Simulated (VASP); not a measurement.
# AgCl (Fm-3m) in VASP: notebook

Runs on AgCl. Level: PBE. Tasks: single point.

Program: VASP 6.6.1. These are calculated values, not measurements. Logs are shortened: lines on timing, memory, paths and dates and some standing lists are left out, and cuts for length are marked.

## (1) The cell of the first run

Symmetry: Fm-3m, No. 225, cubic system. The conventional cell has a = 5.388 Å, b = 5.388 Å, c = 5.388 Å, α = 90.00°, β = 90.00°, γ = 90.00°. Within 3.6 Å of Ag (site symmetry m-3m) lie 6 Cl at 2.69 Å. Cl (site symmetry m-3m) has 6 Ag at 2.69 Å within 3.6 Å.

## (2) Single point, PBE (strain -0.040 along x and y, -0.040 along z)

INCAR

```
SYSTEM = AgCl
PREC     = Accurate       ! precision mode
ENCUT    = 520            ! plane-wave cutoff, eV
EDIFF    = 1E-6           ! SCF threshold, eV
ISMEAR   = 0              ! smearing method
SIGMA    = 0.05           ! smearing width, eV
LREAL    = .False.        ! projectors in reciprocal space
LASPH    = .True.         ! aspherical terms in the spheres
NELM     = 80             ! most SCF steps
ALGO     = Normal         ! electronic algorithm
ISIF     = 2              ! what is computed and relaxed
LWAVE    = .False.        ! write WAVECAR
LCHARG   = .False.        ! write CHGCAR
GGA      = PE             ! functional
NBANDS   = 16             ! bands
```

KPOINTS

```
regular mesh
0
Gamma
  8 8 8
  0 0 0
```

POSCAR

```
AgCl
1.0
    0.0000000000      2.6937819368      2.6937819368
    2.6937819368      0.0000000000      2.6937819368
    2.6937819368      2.6937819368      0.0000000000
Ag Cl
1 1
Direct
    0.5000000000      0.5000000000      0.5000000000
    0.0000000000      0.0000000000      0.0000000000
```

Potentials or basis: VASP PAW PBE potentials, release 64 (Ag, Cl).

Launch:

```
> cat potpaw_PBE.64/Ag/POTCAR potpaw_PBE.64/Cl/POTCAR > POTCAR
> mpirun -np 1 vasp_std > vasp.out
```

OUTCAR:

```text
SYSTEM = AgCl
   PREC = Accurate
   ENCUT = 520
   EDIFF = 1E-6
   ISMEAR = 0
   LREAL = .False.
   LASPH = .True.
   NELM = 80
   ISIF = 2
   GGA = PE

 ion  position               nearest neighbor table
   1  0.500  0.500  0.500-   2 2.69   2 2.69   2 2.69   2 2.69   2 2.69   2 2.69
   2  0.000  0.000  0.000-   1 2.69   1 2.69   1 2.69   1 2.69   1 2.69   1 2.69

  LATTYP: Found a face centered cubic cell.
 ALAT       =     5.3875638736

  Lattice vectors:

 A1 = (   0.0000000000,   2.6937819368,   2.6937819368)
 A2 = (   2.6937819368,   0.0000000000,   2.6937819368)
 A3 = (   2.6937819368,   2.6937819368,   0.0000000000)

Analysis of symmetry for initial positions (statically):
=====================================================================
 Subroutine PRICEL returns:
 Original cell was already a primitive cell.

 Routine SETGRP: Setting up the symmetry group for a
 face centered cubic supercell.

 Subroutine GETGRP returns: Found 48 space group operations
 (whereof 48 operations were pure point group operations)
 out of a pool of 48 trial point group operations.

The static configuration has the point symmetry O_h .

Analysis of symmetry for dynamics (positions and initial velocities):
=====================================================================
 Subroutine PRICEL returns:
 Original cell was already a primitive cell.

 Routine SETGRP: Setting up the symmetry group for a
 face centered cubic supercell.

 Subroutine GETGRP returns: Found 48 space group operations
 (whereof 48 operations were pure point group operations)
 out of a pool of 48 trial point group operations.

The dynamic configuration has the point symmetry O_h .

 Subroutine INISYM returns: Found 48 space group operations
 (whereof 48 operations are pure point group operations),
 and found     1 'primitive' translations

----------------------------------------------------------------------------------------

                                     Primitive cell

  volume of cell :      39.0946

  direct lattice vectors                    reciprocal lattice vectors
     0.000000000  2.693781937  2.693781937    -0.185612649  0.185612649  0.185612649
     2.693781937  0.000000000  2.693781937     0.185612649 -0.185612649  0.185612649
     2.693781937  2.693781937  0.000000000     0.185612649  0.185612649 -0.185612649

  length of vectors
     3.809582949  3.809582949  3.809582949     0.321490538  0.321490538  0.321490538

  position of ions in fractional coordinates (direct lattice)
     0.500000000  0.500000000  0.500000000
     0.000000000  0.000000000  0.000000000

  ion indices of the primitive-cell ions
   primitive index   ion index
                 1           1
                 2           2

----------------------------------------------------------------------------------------

 KPOINTS: regular mesh

Automatic generation of k-mesh.
 Grid dimensions read from file:
 generate k-points for:    8    8    8

 Generating k-lattice:

  Cartesian coordinates                     Fractional coordinates (reciprocal lattice)
    -0.023201581  0.023201581  0.023201581     0.125000000  0.000000000  0.000000000
     0.023201581 -0.023201581  0.023201581     0.000000000  0.125000000  0.000000000
     0.023201581  0.023201581 -0.023201581     0.000000000  0.000000000  0.125000000

  Length of vectors
     0.040186317  0.040186317  0.040186317

  Shift w.r.t. Gamma in fractional coordinates (k-lattice)
     0.000000000  0.000000000  0.000000000

 Subroutine IBZKPT returns following result:
 ===========================================

 Found     29 irreducible k-points:

 Following reciprocal coordinates:
            Coordinates               Weight
  0.000000  0.000000  0.000000      1.000000
  0.125000  0.000000  0.000000      8.000000
  0.250000  0.000000  0.000000      8.000000
  0.375000  0.000000  0.000000      8.000000
  0.500000  0.000000  0.000000      4.000000
  0.125000  0.125000  0.000000      6.000000
[... 16 lines left out ...]
  0.500000  0.250000  0.125000     48.000000
 -0.375000  0.250000  0.125000     24.000000
 [... further k-points ...]
   k-points           NKPTS =     29   k-points in BZ     NKDIM =     29   number of bands    NBANDS=     16
   number of dos      NEDOS =    301   number of ions     NIONS =      2
   total plane-waves  NPLWV =  21952
   dimension x,y,z NGX =    28 NGY =   28 NGZ =   28
   dimension x,y,z NGXF=    56 NGYF=   56 NGZF=   56
   ions per type =               1   1
   NGX,Y,Z   is equivalent  to a cutoff of  12.22, 12.22, 12.22 a.u.
   NGXF,Y,Z  is equivalent  to a cutoff of  24.44, 24.44, 24.44 a.u.
 SYSTEM =  AgCl
   PREC   = accura    normal or accurate (medium, high low for compatibility)
   ISTART =      0    job   : 0-new  1-cont  2-samecut
   ICHARG =      2    charge: 1-file 2-atom 10-const
   ISPIN  =      1    spin polarized calculation?
   LNONCOLLINEAR =      F non collinear calculations
   LSORBIT =      F    spin-orbit coupling
   LASPH  =      T    aspherical Exc in radial PAW
   ENCUT  =  520.0 eV  38.22 Ry    6.18 a.u.   7.08  7.08  7.08*2*pi/ulx,y,z
   NELM   =     80;   NELMIN=  2; NELMDL= -5     # of ELM steps
   EDIFF  = 0.1E-05   stopping-criterion for ELM
   LREAL  =      F    real-space projection
   EDIFFG = 0.1E-04   stopping-criterion for IOM
   NSW    =      0    number of steps for IOM
   IBRION =     -1    ionic relax: 0-MD 1-quasi-New 2-CG
   NFREE  =      0    steps in history (QN), initial steepest desc. (CG)
   ISIF   =      2    stress and relaxation
   ISYM   =      2    0-nonsym 1-usesym 2-fastsym
   POTIM  = 0.5000    time-step for ionic-motion
   TEBEG  =    0.0;   TEEND  =   0.0 temperature during run
   PSTRESS=    0.0 pullay stress
   NELECT =      18.0000    total number of electrons
   NUPDOWN=      -1.0000    fix difference up-down
   EMIN   =  10.00;   EMAX   =-10.00  energy-range for DOS
   EFERMI =   0.00;   METHOD = LEGACY
   ISMEAR =     0;   SIGMA  =   0.05  broadening in eV -4-tet -1-fermi 0-gaus
   EFERMI_NEDOS =   21; number of points for ismear=-14 and -15
   IALGO  =     38    algorithm
   IMIX   =      4    mixing-type and parameters
     AMIX     =   0.40;   BMIX     =  1.00
     AMIX_MAG =   1.60;   BMIX_MAG =  1.00
  volume/ion in A,a.u.               =      19.55       131.91
  Fermi-wavevector in a.u.,A,eV,Ry     =   1.264134  2.388868 21.742595  1.598036
  Thomas-Fermi vector in A             =   2.397455
   LORBIT       =      0    0 simple, 1 ext, 2 COOP (PROOUT), +10 PAW based schemes
   GGA     = PE    functional components
   LHFCALC =     F    Hartree Fock is set to
   AEXX    =    0.0000 exact exchange contribution
   IVDW    =     0    specifies the selected vdW correction
   LEPSILON=     F    determine dielectric tensor
   LRPA    =     F    only Hartree local field effects (RPA)
 non-spin polarized calculation
 Gauss-broadening in eV      SIGMA  =   0.05
  energy-cutoff  :      520.00
  volume of cell :       39.09
 maximum number of plane-waves:      1067
   NGX = 15   NGY = 15   NGZ = 15

 number of electron      18.0000008 magnetization

 Free energy of the ion-electron system (eV)
  ---------------------------------------------------
  ext. energy  EPLUGINS =         0.00000000
  ---------------------------------------------------
  free energy    TOTEN  =        -5.30478886 eV

  energy without entropy =       -5.30478886  energy(sigma->0) =       -5.30478886

 E-fermi :   5.2906     XC(G=0): -10.4291

 val. band max:        4.9773963138   @ k =   0.5000   0.0000   0.0000
 cond. band min:       5.8823778291   @ k =   0.0000   0.0000   0.0000
 fundamental gap:      0.9049815153
 Fermi energy:         5.2905850002

 k-point     1 :       0.0000    0.0000    0.0000
  band No.  band energies     occupation
      1     -10.7910      2.00000
      2       2.1515      2.00000
      3       2.1515      2.00000
      4       2.1515      2.00000
      5       2.1979      2.00000
      6       2.1979      2.00000
[... 8 lines left out ...]
     15      18.8238      0.00000
     16      18.8239      0.00000

 k-point     2 :       0.1250    0.0000    0.0000
  band No.  band energies     occupation
      1     -10.7153      2.00000
      2       1.3441      2.00000
      3       1.4112      2.00000
      4       1.4112      2.00000
      5       2.2184      2.00000
      6       2.2184      2.00000
[... 8 lines left out ...]
     15      17.1949      0.00000
     16      17.8979      0.00000

 k-point     3 :       0.2500    0.0000    0.0000
  band No.  band energies     occupation
      1     -10.5232      2.00000
      2       0.1873      2.00000
      3       0.7647      2.00000
      4       0.7647      2.00000
      5       2.3740      2.00000
      6       2.3740      2.00000
[... 8 lines left out ...]
     15      17.2932      0.00000
     16      17.8744      0.00000

 k-point     4 :       0.3750    0.0000    0.0000
  band No.  band energies     occupation
      1     -10.3157      2.00000
      2      -0.6953      2.00000
      3       0.3547      2.00000
      4       0.3547      2.00000
      5       2.5374      2.00000
      6       2.5374      2.00000
[... 8 lines left out ...]
     15      18.1094      0.00000
     16      18.2094      0.00000
[... 324 lines left out ...]
 k-point    22 :       0.3750    0.2500    0.1250
  band No.  band energies     occupation
      1     -10.4070      2.00000
      2      -0.2417      2.00000
      3       0.6740      2.00000
      4       1.0584      2.00000
      5       2.2634      2.00000
      6       2.5157      2.00000
[... 8 lines left out ...]
     15      19.2433      0.00000
     16      20.8029      0.00000

 k-point    23 :       0.5000    0.2500    0.1250
  band No.  band energies     occupation
      1     -10.2600      2.00000
      2      -0.4858      2.00000
      3       0.3435      2.00000
      4       0.6112      2.00000
      5       2.4139      2.00000
      6       2.6173      2.00000
[... 8 lines left out ...]
     15      19.4631      0.00000
     16      20.5334      0.00000

 k-point    24 :      -0.3750    0.2500    0.1250
  band No.  band energies     occupation
      1     -10.1970      2.00000
      2      -0.5627      2.00000
      3       0.2757      2.00000
      4       0.3414      2.00000
      5       2.5284      2.00000
      6       2.6072      2.00000
[... 8 lines left out ...]
     15      18.7139      0.00000
     16      20.2062      0.00000

 [... further k-points ...]
[... 5 lines left out ...]
  --------------------------------------------------------------------------------------
  -------------------------------------------------------------------------------------
  Total        1.6828833      1.6828833      1.6828833      0.0000000      0.0000000      0.0000000
  in kB       68.9679423     68.9679423     68.9679423      0.0000000      0.0000000      0.0000000
  external PRESSURE =      68.9679423 kB  Pullay stress =       0.0000000 kB

 VOLUME and BASIS-vectors are now :
 -----------------------------------------------------------------------------
  energy-cutoff  :      520.00
  volume of cell :       39.09
      direct lattice vectors                 reciprocal lattice vectors
     0.000000000  2.693781937  2.693781937    -0.185612649  0.185612649  0.185612649
     2.693781937  0.000000000  2.693781937     0.185612649 -0.185612649  0.185612649
     2.693781937  2.693781937  0.000000000     0.185612649  0.185612649 -0.185612649

 POSITION                                       TOTAL-FORCE (eV/Angst)
 -----------------------------------------------------------------------------------
      2.69378      2.69378      2.69378         0.000000      0.000000      0.000000
      0.00000      0.00000      0.00000        -0.000000     -0.000000     -0.000000
 -----------------------------------------------------------------------------------
    total drift:                                0.000000      0.000000      0.000000

  FREE ENERGIE OF THE ION-ELECTRON SYSTEM (eV)
  ---------------------------------------------------
  free  energy   TOTEN  =        -5.3047888641 eV

  energy  without entropy=       -5.3047888641  energy(sigma->0) =       -5.30478886
```

Wall time 17 s (1 thread of AMD EPYC 7R43 (Zen 3), shared host); peak memory 0.13 GiB.

Results:

```yaml
Free_energy: -5.3048 eV
Pressure: 6.9 GPa
Band_gap_on_the_k_mesh: 0.91 eV, indirect (least direct gap 3.49 eV)
```

Caveat: the cell differs from its parent crystal (strain -0.040 along x and y, -0.040 along z). A k mesh can miss the band edges.

## (3) Single point, PBE (strain +0.040 along x and y, +0.040 along z)

INCAR

```
SYSTEM = AgCl
PREC     = Accurate       ! precision mode
ENCUT    = 520            ! plane-wave cutoff, eV
EDIFF    = 1E-7           ! SCF threshold, eV
ISMEAR   = 0              ! smearing method
SIGMA    = 0.05           ! smearing width, eV
LREAL    = .FALSE.        ! projectors in reciprocal space
LASPH    = .TRUE.         ! aspherical terms in the spheres
NELM     = 60             ! most SCF steps
ALGO     = Normal         ! electronic algorithm
ISIF     = 2              ! what is computed and relaxed
LWAVE    = .FALSE.        ! write WAVECAR
LCHARG   = .FALSE.        ! write CHGCAR
GGA      = PE             ! functional
NBANDS   = 16             ! bands
```

KPOINTS

```
regular mesh
0
G
  8 8 8
  0 0 0
```

POSCAR

```
AgCl
1.0
    0.0000000000      2.9182637648      2.9182637648
    2.9182637648      0.0000000000      2.9182637648
    2.9182637648      2.9182637648      0.0000000000
Ag Cl
1 1
Direct
    0.5000000000      0.5000000000      0.5000000000
    0.0000000000      0.0000000000      0.0000000000
```

Potentials or basis: VASP PAW PBE potentials, release 64 (Ag, Cl).

Launch:

```
> cat potpaw_PBE.64/Ag/POTCAR potpaw_PBE.64/Cl/POTCAR > POTCAR
> mpirun -np 1 vasp_std > vasp.out
```

Wall time 25 s (1 thread of AMD EPYC 7R43 (Zen 3), shared host); peak memory 0.15 GiB.

It converged, with:

```yaml
Free_energy: -5.3291 eV
Pressure: -3.7 GPa
Band_gap_on_the_k_mesh: 0.99 eV, indirect (least direct gap 2.71 eV)
```

Levels at points of the mesh, in eV from the valence-band top:
| k point | band 7 | band 8 | band 9 | band 10 | band 11 | band 12 |
| --- | --- | --- | --- | --- | --- | --- |
| (0.00, 0.00, 0.00) | -1.72 | -1.72 | -1.72 | 0.99 | 10.90 | 10.90 |
| (0.50, 0.00, 0.00) | -1.43 | 0.00 | 0.00 | 4.62 | 5.77 | 7.90 |
| (0.50, 0.50, 0.00) | -1.60 | -1.60 | -1.59 | 2.59 | 8.17 | 8.24 |

Caveat: the cell differs from its parent crystal (strain +0.040 along x and y, +0.040 along z).
